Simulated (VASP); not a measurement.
# Pb (Fm-3m) in VASP: a series of runs

Pb is run at these levels: PBEsol+D4, RPBE+D3(BJ); tasks: single point.

Program: VASP 6.6.1. These are calculated values, not measurements. Logs are shortened: lines on timing, memory, paths and dates and some standing lists are left out, and cuts for length are marked.

## 1. The cell of the first run

It takes space group Fm-3m (No. 225, cubic). The conventional cell has a = 5.015 Å, b = 5.015 Å, c = 5.015 Å, α = 90.00°, β = 90.00°, γ = 90.00°. Within 4.7 Å of Pb (site symmetry m-3m) lie 12 Pb at 3.55 Å.

## 2. Single point, PBEsol+D4

INCAR

```
SYSTEM = Pb
PREC = Accurate ; ENCUT = 520
EDIFF = 1E-6 ; ISMEAR = -1
SIGMA = 0.05 ; LREAL = .FALSE.
LASPH = .TRUE. ; NELM = 60
ALGO = Fast ; ISIF = 2
LWAVE = .FALSE. ; LCHARG = .FALSE.
GGA = PS ; IVDW = 13
NBANDS = 13
```

KPOINTS

```
regular mesh
0
G
  9 9 9
  0 0 0
```

POSCAR

```
Pb
1.0
    0.0000000000      2.5075897876      2.5075897876
    2.5075897876      0.0000000000      2.5075897876
    2.5075897876      2.5075897876      0.0000000000
Pb
1
Direct
    0.0000000000      0.0000000000      0.0000000000
```

Potentials or basis: VASP PAW PBE potentials, release 64 (Pb_d).

Started as:

```
$ cat potpaw_PBE.64/Pb_d/POTCAR > POTCAR
$ mpirun -np 1 vasp_std > vasp.out
```

OUTCAR:

```text
SYSTEM = Pb
   PREC = Accurate
   ENCUT = 520
   EDIFF = 1E-6
   ISMEAR = -1
   LREAL = .FALSE.
   LASPH = .TRUE.
   NELM = 60
   ISIF = 2
   GGA = PS
   IVDW = 13

 ion  position               nearest neighbor table
   1  0.000  0.000  0.000-

  LATTYP: Found a face centered cubic cell.
 ALAT       =     5.0151795752

  Lattice vectors:

 A1 = (   0.0000000000,   2.5075897876,   2.5075897876)
 A2 = (   2.5075897876,   0.0000000000,   2.5075897876)
 A3 = (   2.5075897876,   2.5075897876,   0.0000000000)

Analysis of symmetry for initial positions (statically):
[... 5 lines left out ...]
 face centered cubic supercell.

 Subroutine GETGRP returns: Found 48 space group operations
 (whereof 48 operations were pure point group operations)
 out of a pool of 48 trial point group operations.

The static configuration has the point symmetry O_h .

Analysis of symmetry for dynamics (positions and initial velocities):
[... 5 lines left out ...]
 face centered cubic supercell.

 Subroutine GETGRP returns: Found 48 space group operations
 (whereof 48 operations were pure point group operations)
 out of a pool of 48 trial point group operations.

The dynamic configuration has the point symmetry O_h .

 Subroutine INISYM returns: Found 48 space group operations
 (whereof 48 operations are pure point group operations),
 and found     1 'primitive' translations

----------------------------------------------------------------------------------------

                                     Primitive cell

  volume of cell :      31.5355

  direct lattice vectors                    reciprocal lattice vectors
     0.000000000  2.507589788  2.507589788    -0.199394655  0.199394655  0.199394655
     2.507589788  0.000000000  2.507589788     0.199394655 -0.199394655  0.199394655
     2.507589788  2.507589788  0.000000000     0.199394655  0.199394655 -0.199394655

  length of vectors
     3.546267486  3.546267486  3.546267486     0.345361673  0.345361673  0.345361673

  position of ions in fractional coordinates (direct lattice)
     0.000000000  0.000000000  0.000000000

  ion indices of the primitive-cell ions
   primitive index   ion index
                 1           1

----------------------------------------------------------------------------------------

 KPOINTS: regular mesh

Automatic generation of k-mesh.
 Grid dimensions read from file:
 generate k-points for:    9    9    9

 Generating k-lattice:

  Cartesian coordinates                     Fractional coordinates (reciprocal lattice)
    -0.022154962  0.022154962  0.022154962     0.111111111  0.000000000  0.000000000
     0.022154962 -0.022154962  0.022154962     0.000000000  0.111111111  0.000000000
     0.022154962  0.022154962 -0.022154962     0.000000000  0.000000000  0.111111111

  Length of vectors
     0.038373519  0.038373519  0.038373519

  Shift w.r.t. Gamma in fractional coordinates (k-lattice)
     0.000000000  0.000000000  0.000000000

 Subroutine IBZKPT returns following result:
 ===========================================

 Found     35 irreducible k-points:

 Following reciprocal coordinates:
            Coordinates               Weight
  0.000000  0.000000  0.000000      1.000000
  0.111111  0.000000  0.000000      8.000000
  0.222222  0.000000  0.000000      8.000000
  0.333333  0.000000  0.000000      8.000000
  0.444444  0.000000  0.000000      8.000000
  0.111111  0.111111  0.000000      6.000000
[... 16 lines left out ...]
 -0.333333  0.333333  0.000000     12.000000
  0.444444  0.444444  0.000000      6.000000
 [... further k-points ...]
   k-points           NKPTS =     35   k-points in BZ     NKDIM =     35   number of bands    NBANDS=     13
   number of dos      NEDOS =    301   number of ions     NIONS =      1
   total plane-waves  NPLWV =  21952
   dimension x,y,z NGX =    28 NGY =   28 NGZ =   28
   dimension x,y,z NGXF=    56 NGYF=   56 NGZF=   56
   ions per type =               1
   NGX,Y,Z   is equivalent  to a cutoff of  13.13, 13.13, 13.13 a.u.
   NGXF,Y,Z  is equivalent  to a cutoff of  26.25, 26.25, 26.25 a.u.
 SYSTEM =  Pb
   PREC   = accura    normal or accurate (medium, high low for compatibility)
   ISTART =      0    job   : 0-new  1-cont  2-samecut
   ICHARG =      2    charge: 1-file 2-atom 10-const
   ISPIN  =      1    spin polarized calculation?
   LNONCOLLINEAR =      F non collinear calculations
   LSORBIT =      F    spin-orbit coupling
   LASPH  =      T    aspherical Exc in radial PAW
   ENCUT  =  520.0 eV  38.22 Ry    6.18 a.u.   6.59  6.59  6.59*2*pi/ulx,y,z
   NELM   =     60;   NELMIN=  2; NELMDL= -5     # of ELM steps
   EDIFF  = 0.1E-05   stopping-criterion for ELM
   LREAL  =      F    real-space projection
   EDIFFG = 0.1E-04   stopping-criterion for IOM
   NSW    =      0    number of steps for IOM
   IBRION =     -1    ionic relax: 0-MD 1-quasi-New 2-CG
   NFREE  =      0    steps in history (QN), initial steepest desc. (CG)
   ISIF   =      2    stress and relaxation
   ISYM   =      2    0-nonsym 1-usesym 2-fastsym
   POTIM  = 0.5000    time-step for ionic-motion
   TEBEG  =    0.0;   TEEND  =   0.0 temperature during run
   PSTRESS=    0.0 pullay stress
   NELECT =      14.0000    total number of electrons
   NUPDOWN=      -1.0000    fix difference up-down
   EMIN   =  10.00;   EMAX   =-10.00  energy-range for DOS
   EFERMI =   0.00;   METHOD = LEGACY
   ISMEAR =    -1;   SIGMA  =   0.05  broadening in eV -4-tet -1-fermi 0-gaus
   EFERMI_NEDOS =   21; number of points for ismear=-14 and -15
   IALGO  =     68    algorithm
   IMIX   =      4    mixing-type and parameters
     AMIX     =   0.40;   BMIX     =  1.00
     AMIX_MAG =   1.60;   BMIX_MAG =  1.00
  volume/ion in A,a.u.               =      31.54       212.81
  Fermi-wavevector in a.u.,A,eV,Ry     =   1.248871  2.360025 21.220728  1.559680
  Thomas-Fermi vector in A             =   2.382938
   LORBIT       =      0    0 simple, 1 ext, 2 COOP (PROOUT), +10 PAW based schemes
   GGA     = PS    functional components
   LHFCALC =     F    Hartree Fock is set to
   AEXX    =    0.0000 exact exchange contribution
   IVDW    =    13    specifies the selected vdW correction
   LEPSILON=     F    determine dielectric tensor
   LRPA    =     F    only Hartree local field effects (RPA)
 non-spin polarized calculation
 RMM-DIIS sequential band-by-band and
  energy-cutoff  :      520.00
  volume of cell :       31.54
 maximum number of plane-waves:       869
   NGX = 13   NGY = 13   NGZ = 13

 number of electron      14.0000002 magnetization

 Free energy of the ion-electron system (eV)
  ---------------------------------------------------
  ext. energy  EPLUGINS =         0.00000000
  ---------------------------------------------------
  free energy    TOTEN  =        -4.00635273 eV

  energy without entropy =       -4.00300974  energy(sigma->0) =       -4.00468123

 E-fermi :   6.5313     XC(G=0): -10.1549

 val. band max:        6.3119077556   @ k =  -0.3333   0.3333   0.1111
 cond. band min:       6.5510420563   @ k =   0.3333   0.3333   0.0000
 fundamental gap:      0.2391343007
 Fermi energy:         6.5313082798

 k-point     1 :       0.0000    0.0000    0.0000
  band No.  band energies     occupation
      1     -10.2954      2.00000
      2     -10.2954      2.00000
      3     -10.2954      2.00000
      4     -10.1697      2.00000
      5     -10.1697      2.00000
      6      -4.8382      2.00000
      7      13.7751      0.00000
      8      13.7751      0.00000
      9      13.7751      0.00000
     10      16.4058      0.00000
     11      17.4873      0.00000
     12      18.8633      0.00000
     13      18.8633      0.00000

 k-point     2 :       0.1111    0.0000    0.0000
  band No.  band energies     occupation
      1     -10.2956      2.00000
      2     -10.2806      2.00000
      3     -10.2806      2.00000
      4     -10.1697      2.00000
      5     -10.1697      2.00000
      6      -4.6101      2.00000
      7      11.4896      0.00000
      8      13.5055      0.00000
      9      13.5055      0.00000
     10      15.9420      0.00000
     11      18.5554      0.00000
     12      19.3423      0.00000
     13      19.3500      0.00000

 k-point     3 :       0.2222    0.0000    0.0000
  band No.  band energies     occupation
      1     -10.2992      2.00000
      2     -10.2631      2.00000
      3     -10.2631      2.00000
      4     -10.1491      2.00000
      5     -10.1491      2.00000
      6      -3.9299      2.00000
      7       8.1478      0.00000
      8      12.9333      0.00000
      9      12.9333      0.00000
     10      15.5317      0.00000
     11      18.3391      0.00000
     12      19.0240      0.00000
     13      19.0243      0.00000
[... 305 lines left out ...]
 k-point    23 :      -0.3333    0.3333    0.0000
  band No.  band energies     occupation
      1     -10.3429      2.00000
      2     -10.2007      2.00000
      3     -10.1591      2.00000
      4     -10.1400      2.00000
      5     -10.0828      2.00000
      6      -0.5225      2.00000
      7       4.9192      2.00000
      8       5.1963      2.00000
      9      10.2006      0.00000
     10      13.4550      0.00000
     11      20.1287      0.00000
     12      21.7546      0.00000
     13      21.8415      0.00000

 k-point    24 :       0.4444    0.4444    0.0000
  band No.  band energies     occupation
      1     -10.4361      2.00000
      2     -10.3519      2.00000
      3     -10.0618      2.00000
      4     -10.0266      2.00000
      5     -10.0266      2.00000
      6      -0.5036      2.00000
      7       4.0397      2.00000
      8       8.7606      0.00000
      9       8.7606      0.00000
     10      12.0187      0.00000
     11      13.2415      0.00000
     12      24.7190      0.00000
     13      26.1858      0.00000

 [... further k-points ...]

------------------------ aborting loop because EDIFF is reached ----------------------------------------

  DFT-D4 for vdW energy calculation

  Edisp (eV):   -0.24343

  FORCE on cell =-STRESS in cart. coord.  units (eV):
  Direction    XX          YY          ZZ          XY          YZ          ZX
  --------------------------------------------------------------------------------------
  -------------------------------------------------------------------------------------
  Total      -0.69223    -0.69223    -0.69223    -0.00000    -0.00000    -0.00000
  in kB     -35.16899   -35.16899   -35.16899    -0.00000    -0.00000    -0.00000
  external pressure =      -35.17 kB  Pullay stress =        0.00 kB

 VOLUME and BASIS-vectors are now :
 -----------------------------------------------------------------------------
  energy-cutoff  :      520.00
  volume of cell :       31.54
      direct lattice vectors                 reciprocal lattice vectors
     0.000000000  2.507589788  2.507589788    -0.199394655  0.199394655  0.199394655
     2.507589788  0.000000000  2.507589788     0.199394655 -0.199394655  0.199394655
     2.507589788  2.507589788  0.000000000     0.199394655  0.199394655 -0.199394655

 POSITION                                       TOTAL-FORCE (eV/Angst)
 -----------------------------------------------------------------------------------
      0.00000      0.00000      0.00000         0.000000      0.000000      0.000000
 -----------------------------------------------------------------------------------
    total drift:                               -0.000000     -0.000000     -0.000000

  FREE ENERGIE OF THE ION-ELECTRON SYSTEM (eV)
  ---------------------------------------------------
  free  energy   TOTEN  =        -4.2497793907 eV

  energy  without entropy=       -4.2464363980  energy(sigma->0) =       -4.24810789
```

Wall time 21 s (1 thread of Intel Xeon Platinum 8259CL at 2.50GHz (Skylake/Cascade Lake), shared host); peak memory 0.16 GiB.

Results:

| Quantity | Value |
| --- | --- |
| Free energy | -4.2498 eV |
| Pressure | -3.5 GPa |
| Band gap on the k mesh | zero (band 7 reaches 13.78 eV, above the bottom of band 8 at 5.20 eV) |
| Dispersion energy per atom | -0.243 eV |

Levels at points of the mesh, in eV from the Fermi level:
| k point | band 5 | band 6 | band 7 | band 8 | band 9 | band 10 |
| --- | --- | --- | --- | --- | --- | --- |
| (0.00, 0.00, 0.00) | -16.70 | -11.37 | 7.24 | 7.24 | 7.24 | 9.87 |

Caveat: the PAW data sets were made with another functional, which shifts forces and pressure a little; spin-orbit coupling is left out, which moves the levels of the heavy elements; pairwise dispersion overbinds metals, which lowers pressure and volume.

(Part 1 of 2 ends here.)
